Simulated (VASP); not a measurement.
Set up this calculation in VASP 6.6.1, as the native input.

- Task: single point
- Functional: PBE
- Potentials or basis: VASP PAW PBE potentials, release 64 (Se)
- Cutoff: 500 eV
- k mesh: 10 × 10 × 10
- Occupations: gaussian, width 0.1 eV
- Spin: no spin polarisation
- Hubbard terms: Se p U = 2.2 eV
- Dipole correction: no
- Further INCAR settings: ALGO = Normal; EDIFF = 1e-06; NBANDS = 9

The structure of Se lies in POSCAR:

```
Se
1.0
   -1.7034486149      1.7034486149      1.7034486149
    1.7034486149     -1.7034486149      1.7034486149
    1.7034486149      1.7034486149     -1.7034486149
Se
1
Direct
    0.0000000000      0.0000000000      0.0000000000
```

This isn't the form of Se at room conditions, which is trigonal, of chains.

One way to write it, as run:

INCAR

```
PREC     = Accurate       # precision mode
ENCUT    = 500            # plane-wave cutoff, eV
EDIFF    = 1E-6           # SCF threshold, eV
ISMEAR   = 0              # smearing method
SIGMA    = 0.1            # smearing width, eV
LREAL    = False          # projectors in reciprocal space
LASPH    = True           # aspherical terms in the spheres
NELM     = 200            # most SCF steps
ALGO     = Normal         # electronic algorithm
ISIF     = 2              # what is computed and relaxed
LWAVE    = False          # write WAVECAR
LCHARG   = False          # write CHGCAR
LDAU     = True           # DFT+U
LDAUTYPE = 2            
LDAUL    = 1              # shell
LDAUU    = 2.2            # U, eV
LDAUJ    = 0            
LDAUPRINT= 1            
GGA      = PE             # functional
NBANDS   = 9              # bands
GGA_COMPAT= False
```

KPOINTS

```
regular mesh
0
Gamma
  10 10 10
```

Potentials or basis: VASP PAW PBE potentials, release 64 (Se).

Run with:

```bash
$ cat potpaw_PBE.64/Se/POTCAR > POTCAR
$ mpirun -np 1 vasp_std > vasp.out
```

Results of the run:

```yaml
Pressure: 2.8 GPa
Band_gap_on_the_k_mesh: zero (bands 3 and 4 overlap by 6.50 eV)
```

Caveat: U without spin polarisation on a metal has little footing.

Wall time 5.7 s on 1 thread of Intel(R) Xeon(R) Platinum 8375C CPU @ 2.90GHz (Ice Lake) (shared host), peak memory 0.14 GiB.
